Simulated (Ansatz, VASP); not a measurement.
# One calculation of GaSi2S2, two programs

```
Ga Si S
1.0
     2.42343   -4.09404    0.00000
     2.42343    4.09404    0.00000
     0.00000    0.00000    5.79880
Ga Si S
1 2 2
Direct
  0.50000 0.50000 0.00000
  0.00000 0.50000 0.50000
  0.50000 0.00000 0.50000
  0.00000 0.00000 0.50000
  0.00000 0.00000 0.00000
```

Alike in both runs: functional PBE; k mesh 4 × 4 × 3; occupations gaussian, width 0.2 eV; no spin polarisation.

Ansatz relaxed the structure, and its values are those at the end. VASP's run is a single point on that final structure, the one shown.

|  | VASP | Ansatz |
| --- | --- | --- |
| version | VASP 6.6.1 | Ansatz 0.2.0 |
| potentials or method | VASP PAW PBE potentials, release 64 (Ga_d, Si, S), cutoff 500 eV | scalar-relativistic, plane waves, PAW |
| valence electrons in the cell | 33 | 33 |

```tsv
	VASP	Ansatz	Ansatz less VASP
gap on the k mesh at the Fermi level (eV)	none	none	-
pressure (GPa)	-0.4	-0.4	+0.03
```

A gap of «none» marks a metal or a gap that the smearing closes.

The k mesh is coarse, so the values compare programs but aren't converged.
